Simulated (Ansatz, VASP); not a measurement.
**SiB2 in VASP and in Ansatz**

Contents of INCAR:

```
SYSTEM = SiB2
PREC = Accurate ; ENCUT = 520
EDIFF = 1E-6 ; ISMEAR = 0
SIGMA = 0.1 ; LREAL = .FALSE.
LASPH = .TRUE. ; NELM = 80
ALGO = Normal ; ISIF = 2
LWAVE = .FALSE. ; LCHARG = .TRUE.
GGA = PE ; LELF = .TRUE.
LVHAR = .TRUE. ; NBANDS = 12
```

The input KPOINTS:

```
Automatic mesh
0
G
  6 6 6
  0 0 0
```

Contents of POSCAR:

```
SiB2
1.0
    0.0000000000      2.5741201600      2.5741201600
    2.5741201600      0.0000000000      2.5741201600
    2.5741201600      2.5741201600      0.0000000000
Si B
1 2
Direct
    0.0000000000      0.0000000000      0.0000000000
    0.2500000000      0.2500000000      0.2500000000
    0.7500000000      0.7500000000      0.7500000000
```

Input for Ansatz:

```yaml
crystal:
  lattice:
    - [0.0, 2.57412016, 2.57412016]
    - [2.57412016, 0.0, 2.57412016]
    - [2.57412016, 2.57412016, 0.0]
  atoms:
    - { symbol: Si, position: [0.0, 0.0, 0.0] }
    - { symbol: B, position: [0.25, 0.25, 0.25] }
    - { symbol: B, position: [0.75, 0.75, 0.75] }
basis:
  ecutwfc: 420
kpoints:
  mp_grid: { grid: [6, 6, 6] }
hamiltonian:
  xc: pbe
scf:
  occupations: { method: gaussian, width: 0.1 }
  lower_state_search: "off"
output:
  forces: true
  stress: true
  eigenvalues: true
```

Change from the starting cell: species swapped into the Al2Pd type (Fm-3m, No. 225).

Alike in both runs: task single point; functional PBE; k mesh 6 × 6 × 6; occupations gaussian, width 0.1 eV; no spin polarisation.

```csv
,VASP,Ansatz
version,VASP 6.6.1,Ansatz 0.2.0
potentials or method,"VASP PAW PBE potentials, release 64 (Si, B), cutoff 520 eV","scalar-relativistic, plane waves, PAW"
valence electrons in the cell,10,10
```

|  | VASP | Ansatz | Ansatz less VASP |
| --- | --- | --- | --- |
| gap on the k mesh at the Fermi level (eV) | none | none | - |
| pressure (GPa) | -16.9 | -16.8 | +0.09 |

A gap of «none» marks a metal or a gap that the smearing closes.
